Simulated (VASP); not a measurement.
Crystal: LiYHg.

```
Li Y Hg
1.0
     3.79430    0.00000    0.00000
     0.00000    3.79430    0.00000
     0.00000    0.00000    5.22678
Li Y Hg
1 1 1
Direct
  0.00000 0.00000 0.00000
  0.00000 0.00000 0.50000
  0.50000 0.50000 0.00000
```

| Item | Value |
| --- | --- |
| Program | VASP 6.6.1 |
| Task | relaxation of cell and atoms |
| Functional | PBE |
| Potentials or basis | VASP PAW PBE potentials, release 64 (Li_sv, Y_sv, Hg) |
| Cutoff | 600 eV |
| k mesh | 4 × 4 × 4 |
| Occupations | gaussian, width 0.1 eV |
| Spin | no spin polarisation |

At the start: pressure -3.0 GPa; volume 25.08 Å³/atom.

Problem. How do energy, volume and symmetry change on relaxing?

Solution. Over 7 steps the energy falls by 129.7 meV/atom and the volume is 23.50 Å³/atom (-6.3 %); space group P4/mmm (No. 123, to 0.05 Å).

The path:
```
step  energy change (eV)  largest force (eV/Å)  pressure (GPa)  volume (Å³)
   1              0.0000                0.0000           -2.99        75.25
   2             -0.2971                0.0000           -0.95        70.08
   3             -0.3571                0.0000            1.12        67.10
   4             -0.3583                0.0000            1.70        66.40
   5             -0.3823                0.0000            0.67        68.54
   6             -0.3879                0.0000           -0.43        71.36
   7             -0.3892                0.0000           -0.12        70.49
```

Final structure:
```yaml
crystal:
  lattice:
    - [3.48478, 0.00000, 0.00000]
    - [0.00000, 3.48478, 0.00000]
    - [0.00000, 0.00000, 5.80474]
  atoms:
    - { symbol: Li, position: [0.00000, 0.00000, 0.00000] }
    - { symbol: Y, position: [0.00000, 0.00000, 0.50000] }
    - { symbol: Hg, position: [0.50000, 0.50000, 0.00000] }
```

Caveat: the k points lie up to 0.45 Å⁻¹ apart in the final cell; the cutoff is under 1.25 times the usual one of these potentials, so pressure, stress and relaxed cells hold a basis-set (Pulay) error.
